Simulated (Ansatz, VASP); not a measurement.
**NaH in VASP and in Ansatz**

The input INCAR:

```
SYSTEM = NaH
PREC = Accurate
ENCUT = 520
EDIFF = 1E-6
ISMEAR = 0
SIGMA = 0.02
LREAL = .FALSE.
LASPH = .TRUE.
NELM = 100
ALGO = Normal
ISIF = 2
LWAVE = .FALSE.
LCHARG = .FALSE.
GGA = PE
NBANDS = 11
```

File KPOINTS:

```
regular mesh
0
G
  8 8 8
  0 0 0
```

POSCAR

```
NaH
1.0
    0.0000000000      2.3916342054      2.3916342054
    2.3916342054      0.0000000000      2.3916342054
    2.3916342054      2.3916342054      0.0000000000
Na H
1 1
Direct
    0.0000000000      0.0000000000      0.0000000000
    0.5000000000      0.5000000000      0.5000000000
```

Input for Ansatz:

```yaml
crystal:
  lattice:
    - [0.0, 2.3916342054, 2.3916342054]
    - [2.3916342054, 0.0, 2.3916342054]
    - [2.3916342054, 2.3916342054, 0.0]
  atoms:
    - { symbol: Na, position: [0.0, 0.0, 0.0] }
    - { symbol: H, position: [0.5, 0.5, 0.5] }
basis:
  ecutwfc: 420
kpoints:
  mp_grid: { grid: [8, 8, 8] }
hamiltonian:
  xc: pbe
scf:
  occupations: { method: gaussian, width: 0.02 }
output:
  forces: true
  stress: true
  eigenvalues: true
```

Alike in both runs: task single point; functional PBE; k mesh 8 × 8 × 8; occupations gaussian, width 0.02 eV; no spin polarisation.

|  | VASP | Ansatz |
| --- | --- | --- |
| version | VASP 6.6.1 | Ansatz 0.2.0 |
| potentials or method | VASP PAW PBE potentials, release 64 (Na_pv, H), cutoff 520 eV | scalar-relativistic, plane waves, PAW |
| valence electrons in the cell | 8 | 10 |

```csv
,VASP,Ansatz,Ansatz less VASP
gap on the k mesh at the Fermi level (eV),3.81,3.81,+0.002
least direct gap on the mesh (eV),4.68,4.69,+0.005
pressure (GPa),0.7,0.7,+0.03
```

VASP's potentials hold 8 valence electrons a cell and Ansatz's 10, so a difference there can come from the potentials and not from the codes.
